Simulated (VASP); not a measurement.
# P (Im-3m) in VASP: notebook, part 2 of 3

VASP 6.6.1.

## 3. Single point, PBEsol (volume scaled by 1.12)

Input file INCAR:

```
PREC = Accurate
ENCUT = 520
EDIFF = 1E-6
ISMEAR = -1
SIGMA = 0.1
LREAL = F
LASPH = T
NELM = 60
ALGO = Normal
ISIF = 2
LWAVE = F
LCHARG = T
GGA = PS
LELF = T
LVHAR = T
NBANDS = 8
```

Input file KPOINTS:

```
regular mesh
0
Gamma
  16 16 16
```

Input file POSCAR:

```
P
1.0
   -1.5650553974      1.5650553974      1.5650553974
    1.5650553974     -1.5650553974      1.5650553974
    1.5650553974      1.5650553974     -1.5650553974
P
1
Direct
    0.0000000000      0.0000000000      0.0000000000
```

Potentials or basis: VASP PAW PBE potentials, release 64 (P).

Started as:

```bash
$ cat potpaw_PBE.64/P/POTCAR > POTCAR
$ mpirun -np 1 vasp_std > vasp.out
```

OUTCAR:

```text
PREC = Accurate
   ENCUT = 520
   EDIFF = 1E-6
   ISMEAR = -1
   LREAL = F
   LASPH = T
   NELM = 60
   ISIF = 2
   GGA = PS

 ion  position               nearest neighbor table
   1  0.000  0.000  0.000-

  LATTYP: Found a body centered cubic cell.
 ALAT       =     3.1301107948

  Lattice vectors:

 A1 = (  -1.5650553974,   1.5650553974,   1.5650553974)
 A2 = (   1.5650553974,  -1.5650553974,   1.5650553974)
 A3 = (   1.5650553974,   1.5650553974,  -1.5650553974)

Analysis of symmetry for initial positions (statically):
=====================================================================
 Subroutine PRICEL returns:
 Original cell was already a primitive cell.

 Routine SETGRP: Setting up the symmetry group for a
 body centered cubic supercell.

 Subroutine GETGRP returns: Found 48 space group operations
 (whereof 48 operations were pure point group operations)
 out of a pool of 48 trial point group operations.

The static configuration has the point symmetry O_h .

Analysis of symmetry for dynamics (positions and initial velocities):
=====================================================================
 Subroutine PRICEL returns:
 Original cell was already a primitive cell.

 Routine SETGRP: Setting up the symmetry group for a
 body centered cubic supercell.

 Subroutine GETGRP returns: Found 48 space group operations
 (whereof 48 operations were pure point group operations)
 out of a pool of 48 trial point group operations.

The dynamic configuration has the point symmetry O_h .

 Subroutine INISYM returns: Found 48 space group operations
 (whereof 48 operations are pure point group operations),
 and found     1 'primitive' translations

----------------------------------------------------------------------------------------

                                     Primitive cell

  volume of cell :      15.3338

  direct lattice vectors                    reciprocal lattice vectors
    -1.565055397  1.565055397  1.565055397     0.000000000  0.319477509  0.319477509
     1.565055397 -1.565055397  1.565055397     0.319477509  0.000000000  0.319477509
     1.565055397  1.565055397 -1.565055397     0.319477509  0.319477509  0.000000000

  length of vectors
     2.710755465  2.710755465  2.710755465     0.451809426  0.451809426  0.451809426

  position of ions in fractional coordinates (direct lattice)
     0.000000000  0.000000000  0.000000000

  ion indices of the primitive-cell ions
   primitive index   ion index
                 1           1

----------------------------------------------------------------------------------------

 KPOINTS: regular mesh

Automatic generation of k-mesh.
 Grid dimensions read from file:
 generate k-points for:   16   16   16

 Generating k-lattice:

  Cartesian coordinates                     Fractional coordinates (reciprocal lattice)
     0.000000000  0.019967344  0.019967344     0.062500000  0.000000000  0.000000000
     0.019967344  0.000000000  0.019967344     0.000000000  0.062500000  0.000000000
     0.019967344  0.019967344  0.000000000     0.000000000  0.000000000  0.062500000

  Length of vectors
     0.028238089  0.028238089  0.028238089

  Shift w.r.t. Gamma in fractional coordinates (k-lattice)
     0.000000000  0.000000000  0.000000000

 Subroutine IBZKPT returns following result:
 ===========================================

 Found    145 irreducible k-points:

 Following reciprocal coordinates:
            Coordinates               Weight
  0.000000  0.000000  0.000000      1.000000
  0.062500  0.000000  0.000000     12.000000
  0.125000  0.000000  0.000000     12.000000
  0.187500  0.000000  0.000000     12.000000
  0.250000  0.000000  0.000000     12.000000
  0.312500  0.000000  0.000000     12.000000
[... 16 lines left out ...]
  0.187500  0.187500  0.000000     24.000000
  0.250000  0.187500  0.000000     48.000000
 [... further k-points ...]
   k-points           NKPTS =    145   k-points in BZ     NKDIM =    145   number of bands    NBANDS=      8
   number of dos      NEDOS =    301   number of ions     NIONS =      1
   total plane-waves  NPLWV =   8000
   dimension x,y,z NGX =    20 NGY =   20 NGZ =   20
   dimension x,y,z NGXF=    40 NGYF=   40 NGZF=   40
   ions per type =               1
   NGX,Y,Z   is equivalent  to a cutoff of  12.27, 12.27, 12.27 a.u.
   NGXF,Y,Z  is equivalent  to a cutoff of  24.53, 24.53, 24.53 a.u.
 SYSTEM =  unknown system
   PREC   = accura    normal or accurate (medium, high low for compatibility)
   ISTART =      0    job   : 0-new  1-cont  2-samecut
   ICHARG =      2    charge: 1-file 2-atom 10-const
   ISPIN  =      1    spin polarized calculation?
   LNONCOLLINEAR =      F non collinear calculations
   LSORBIT =      F    spin-orbit coupling
   LASPH  =      T    aspherical Exc in radial PAW
   ENCUT  =  520.0 eV  38.22 Ry    6.18 a.u.   5.04  5.04  5.04*2*pi/ulx,y,z
   NELM   =     60;   NELMIN=  2; NELMDL= -5     # of ELM steps
   EDIFF  = 0.1E-05   stopping-criterion for ELM
   LREAL  =      F    real-space projection
   EDIFFG = 0.1E-04   stopping-criterion for IOM
   NSW    =      0    number of steps for IOM
   IBRION =     -1    ionic relax: 0-MD 1-quasi-New 2-CG
   NFREE  =      0    steps in history (QN), initial steepest desc. (CG)
   ISIF   =      2    stress and relaxation
   ISYM   =      2    0-nonsym 1-usesym 2-fastsym
   POTIM  = 0.5000    time-step for ionic-motion
   TEBEG  =    0.0;   TEEND  =   0.0 temperature during run
   PSTRESS=    0.0 pullay stress
   NELECT =       5.0000    total number of electrons
   NUPDOWN=      -1.0000    fix difference up-down
   EMIN   =  10.00;   EMAX   =-10.00  energy-range for DOS
   EFERMI =   0.00;   METHOD = LEGACY
   ISMEAR =    -1;   SIGMA  =   0.10  broadening in eV -4-tet -1-fermi 0-gaus
   EFERMI_NEDOS =   21; number of points for ismear=-14 and -15
   IALGO  =     38    algorithm
   IMIX   =      4    mixing-type and parameters
     AMIX     =   0.40;   BMIX     =  1.00
     AMIX_MAG =   1.60;   BMIX_MAG =  1.00
  volume/ion in A,a.u.               =      15.33       103.48
  Fermi-wavevector in a.u.,A,eV,Ry     =   1.126804  2.129351 17.275150  1.269688
  Thomas-Fermi vector in A             =   2.263488
   LORBIT       =      0    0 simple, 1 ext, 2 COOP (PROOUT), +10 PAW based schemes
   GGA     = PS    functional components
   LHFCALC =     F    Hartree Fock is set to
   AEXX    =    0.0000 exact exchange contribution
   IVDW    =     0    specifies the selected vdW correction
   LEPSILON=     F    determine dielectric tensor
   LRPA    =     F    only Hartree local field effects (RPA)
 non-spin polarized calculation
  energy-cutoff  :      520.00
  volume of cell :       15.33
 maximum number of plane-waves:       427
   NGX =  9   NGY =  9   NGZ =  9

 number of electron       4.9999999 magnetization

 Free energy of the ion-electron system (eV)
  ---------------------------------------------------
  ext. energy  EPLUGINS =         0.00000000
  ---------------------------------------------------
  free energy    TOTEN  =        -5.17044938 eV

  energy without entropy =       -5.15305750  energy(sigma->0) =       -5.16175344

 E-fermi :   8.8433     XC(G=0): -11.3164

 val. band max:        8.8154932582   @ k =  -0.3750   0.4375   0.3125
 cond. band min:       8.8715199561   @ k =   0.5000   0.5000   0.1875
 fundamental gap:      0.0560266979
 Fermi energy:         8.8432844380

 k-point     1 :       0.0000    0.0000    0.0000
  band No.  band energies     occupation
      1      -6.7977      2.00000
      2      15.3875      0.00000
      3      15.3875      0.00000
      4      15.3875      0.00000
      5      20.7401      0.00000
      6      20.7401      0.00000
      7      20.7401      0.00000
      8      24.4499      0.00000

 k-point     2 :       0.0625    0.0000    0.0000
  band No.  band energies     occupation
      1      -6.6867      2.00000
      2      14.6976      0.00000
      3      15.0243      0.00000
      4      15.3235      0.00000
      5      20.4168      0.00000
      6      20.8084      0.00000
      7      21.3001      0.00000
      8      23.7575      0.00000
[... 221 lines left out ...]
 k-point    23 :       0.1875    0.1875    0.0000
  band No.  band energies     occupation
      1      -3.8517      2.00000
      2       7.4348      2.00000
      3       9.2759      0.02610
      4      12.9975      0.00000
      5      18.6501      0.00000
      6      20.3371      0.00000
      7      23.9809      0.00000
      8      25.3862      0.00000

 k-point    24 :       0.2500    0.1875    0.0000
  band No.  band energies     occupation
      1      -2.8003      2.00000
      2       5.7997      2.00000
      3       8.1972      1.99688
      4      12.5554      0.00000
      5      18.5367      0.00000
      6      20.5906      0.00000
      7      24.3749      0.00000
      8      26.3006      0.00000

 [... further k-points ...]
[... 5 lines left out ...]
  --------------------------------------------------------------------------------------
  -------------------------------------------------------------------------------------
  Total       -0.9500379     -0.9500379     -0.9500379      0.0000000      0.0000000      0.0000000
  in kB      -99.2664253    -99.2664253    -99.2664253      0.0000000      0.0000000      0.0000000
  external PRESSURE =     -99.2664253 kB  Pullay stress =       0.0000000 kB

 VOLUME and BASIS-vectors are now :
 -----------------------------------------------------------------------------
  energy-cutoff  :      520.00
  volume of cell :       15.33
      direct lattice vectors                 reciprocal lattice vectors
    -1.565055397  1.565055397  1.565055397     0.000000000  0.319477509  0.319477509
     1.565055397 -1.565055397  1.565055397     0.319477509  0.000000000  0.319477509
     1.565055397  1.565055397 -1.565055397     0.319477509  0.319477509  0.000000000

 POSITION                                       TOTAL-FORCE (eV/Angst)
 -----------------------------------------------------------------------------------
      0.00000      0.00000      0.00000        -0.000000      0.000000      0.000000
 -----------------------------------------------------------------------------------
    total drift:                                0.000000      0.000000     -0.000000

  FREE ENERGIE OF THE ION-ELECTRON SYSTEM (eV)
  ---------------------------------------------------
  free  energy   TOTEN  =        -5.1704493827 eV

  energy  without entropy=       -5.1530574982  energy(sigma->0) =       -5.16175344
```

stdout:

```text
POSCAR found type information on POSCAR P
 POSCAR found :  1 types and       1 ions
 scaLAPACK will be used
 -----------------------------------------------------------------------------
|                                                                             |
|                                                                             |
|     You enforced a specific xc type in the INCAR file but a different       |
|     I HOPE YOU KNOW WHAT YOU ARE DOING!                                     |
|                                                                             |
 -----------------------------------------------------------------------------

 LDA part: xc-table for (Slater+PW92), standard interpolation
 POSCAR, INCAR and KPOINTS ok, starting setup
 FFT: planning ... GRIDC
 FFT: planning ... GRID_SOFT
 FFT: planning ... GRID
 WAVECAR not read
 entering main loop
```

Run time: 6.6 s. Hardware: 1 thread of Intel Xeon Platinum 8488C (Sapphire Rapids), shared host; peak memory 0.12 GiB.

Results:

| Item | Value |
| --- | --- |
| Free energy | -5.1704 eV |
| Pressure | -9.9 GPa |

Levels at points of the mesh, in eV from the Fermi level:
| k point | band 1 | band 2 | band 3 | band 4 | band 5 | band 6 |
| --- | --- | --- | --- | --- | --- | --- |
| (0.00, 0.00, 0.00) | -15.64 | 6.54 | 6.54 | 6.54 | 11.90 | 11.90 |
| (0.50, 0.00, 0.00) | -9.71 | -7.27 | 2.26 | 4.90 | 7.49 | 7.98 |
| (0.50, 0.50, 0.50) | -4.63 | -2.38 | -2.38 | -2.38 | 2.75 | 2.75 |

Caveat: the PAW data sets were made with another functional, which shifts forces and pressure a little.

(Continued in part 3 of 3.)
